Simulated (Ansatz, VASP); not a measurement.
MgO: VASP beside Ansatz

```
CELL_PARAMETERS angstrom
2.98043 0.00000 0.00000
0.00000 2.98043 0.00000
0.00000 0.00000 28.69404
ATOMIC_POSITIONS crystal
Mg 0.50000 0.50000 0.28045
Mg 0.00000 0.00000 0.35296
Mg 0.50000 0.50000 0.42658
Mg 0.00000 0.00000 0.50000
Mg 0.50000 0.50000 0.57342
Mg 0.00000 0.00000 0.64704
Mg 0.50000 0.50000 0.71955
O 0.00000 0.00000 0.27880
O 0.50000 0.50000 0.35324
O 0.00000 0.00000 0.42653
O 0.50000 0.50000 0.50000
O 0.00000 0.00000 0.57347
O 0.50000 0.50000 0.64676
O 0.00000 0.00000 0.72120
```

Alike in both runs: task single point; functional r2SCAN; k mesh 8 × 8 × 1; occupations gaussian, width 0.05 eV; no spin polarisation.

|  | VASP | Ansatz |
| --- | --- | --- |
| version | VASP 6.6.1 | Ansatz 0.2.0 |
| potentials or method | VASP PAW PBE potentials, release 64 (Mg, O), cutoff 520 eV | plane-wave PAW, scalar-relativistic |
| valence electrons in the cell | 56 | 112 |

```csv
,VASP,Ansatz,Ansatz less VASP
gap on the k mesh at the Fermi level (eV),4.32,4.34,+0.018
rms of the force components (eV/Å),0.020,0.013,-0.0071
```

VASP's potentials were made for PBE, not for r2SCAN. VASP's potentials hold 56 valence electrons a cell and Ansatz's 112, so a difference there can come from the potentials and not from the codes.
